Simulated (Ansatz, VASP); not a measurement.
Two plane-wave programs on TiAl

The input INCAR:

```
SYSTEM = TiAl
  PREC = Accurate
  ENCUT = 520
  EDIFF = 1E-7
  ISMEAR = 0
  SIGMA = 0.15
  LREAL = .FALSE.
  LASPH = .TRUE.
  NELM = 100
  ALGO = Normal
  ISIF = 2
  LWAVE = .FALSE.
  LCHARG = .FALSE.
  GGA = PS
  NBANDS = 14
```

File KPOINTS:

```
Automatic mesh
0
G
  14 14 14
  0 0 0
```

Contents of POSCAR:

```
TiAl
1.0
    3.0402471496      0.0000000000      0.0000000000
    0.0000000000      3.0402471496      0.0000000000
    0.0000000000      0.0000000000      3.1560751060
Ti Al
1 1
Direct
    0.0000000000      0.0000000000      0.0000000000
    0.5000000000      0.5000000000      0.5000000000
```

Input for Ansatz:

```yaml
crystal:
  lattice:
    - [3.0402471496, 0.0, 0.0]
    - [0.0, 3.0402471496, 0.0]
    - [0.0, 0.0, 3.156075106]
  atoms:
    - { symbol: Ti, position: [0.0, 0.0, 0.0] }
    - { symbol: Al, position: [0.5, 0.5, 0.5] }
basis:
  ecutwfc: 520.0
kpoints:
  mp_grid: { grid: [14, 14, 14] }
hamiltonian:
  xc: pbesol
  pseudopotentials: { kind: paw, azcp: { folder: soft_1 } }
scf:
  occupations: { method: gaussian, width: 0.15 }
output:
  forces: true
  stress: true
  eigenvalues: true
```

Change from the starting cell: normal strain along x -0.0367, normal strain along y -0.0367.

Alike in both runs: task single point; functional PBEsol; k mesh 14 × 14 × 14; occupations gaussian, width 0.15 eV; no spin polarisation.

|  | VASP | Ansatz |
| --- | --- | --- |
| version | VASP 6.6.1 | Ansatz 0.2.0 |
| potentials or method | VASP PAW PBE potentials, release 64 (Ti_sv, Al), cutoff 520 eV | scalar-relativistic, plane waves, PAW |
| valence electrons in the cell | 15 | 15 |

|  | VASP | Ansatz | Ansatz less VASP |
| --- | --- | --- | --- |
| gap on the k mesh at the Fermi level (eV) | none | none | - |
| pressure (GPa) | 10.4 | 10.3 | -0.08 |
| traceless stress, the component that is largest in VASP (GPa) | 1.91 | 1.92 | +0.004 |

VASP's potentials were made for PBE, not for PBEsol, and Ansatz warns of the same on its side. A gap of «none» marks a metal or a gap that the smearing closes.
